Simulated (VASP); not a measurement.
Set up this calculation in VASP 6.6.1, as the native input.

* Task: electric field gradients
* Functional: PBEsol
* Potentials or basis: VASP PAW PBE potentials, release 64 (Rh_pv)
* Cutoff: 400 eV
* k mesh: 16 × 16 × 16
* Occupations: fermi-dirac, width 0.08 eV
* Spin: no spin polarisation
* Dipole correction: no
* Further INCAR settings: ALGO = Normal; EDIFF = 1e-08; NBANDS = 14

The structure of Rh lies in POSCAR:

```
Rh
1.0
    0.0000000000      1.9015500000      1.9205655000
    1.9015500000      0.0000000000      1.9205655000
    1.9015500000      1.9015500000      0.0000000000
Rh
1
Direct
    0.0000000000      0.0000000000      0.0000000000
```

This cell differs from its parent crystal: zz strain of +1 %.

These files were run (other wordings do the same):

INCAR

```
SYSTEM = Rh
PREC = Accurate ; ENCUT = 400
EDIFF = 1E-8 ; ISMEAR = -1
SIGMA = 0.08 ; LREAL = .False.
LASPH = .True. ; NELM = 120
ALGO = Normal ; ISIF = 2
LWAVE = .False. ; LCHARG = .False.
GGA = PS ; LEFG = .True.
NBANDS = 14 ; GGA_COMPAT = .False.
```

KPOINTS

```
regular mesh
0
Gamma
  16 16 16
  0 0 0
```

Potentials or basis: VASP PAW PBE potentials, release 64 (Rh_pv).

Launch:

```bash
$ cat potpaw_PBE.64/Rh_pv/POTCAR > POTCAR
$ mpirun -np 1 vasp_std > vasp.out
```

Results of the run:

The pressure is -8.7 GPa. The band gap on the k mesh is zero (an odd number of electrons rules out a gap without spin polarisation) and the largest electric field gradient by atom is Rh +0.8 V/Å².

Caveat: the cell differs from its parent crystal (zz strain of +1 %); the cell stands under tension; without QUAD_EFG the Cq values of the log hold for a quadrupole moment of 1 mb, not for the nuclei; the PAW data sets were made with another functional, which shifts forces and pressure a little.

Run time: 26 s on 1 thread of Intel(R) Xeon(R) Platinum 8375C CPU @ 2.90GHz (Ice Lake), on a shared host, peak memory 0.15 GiB.
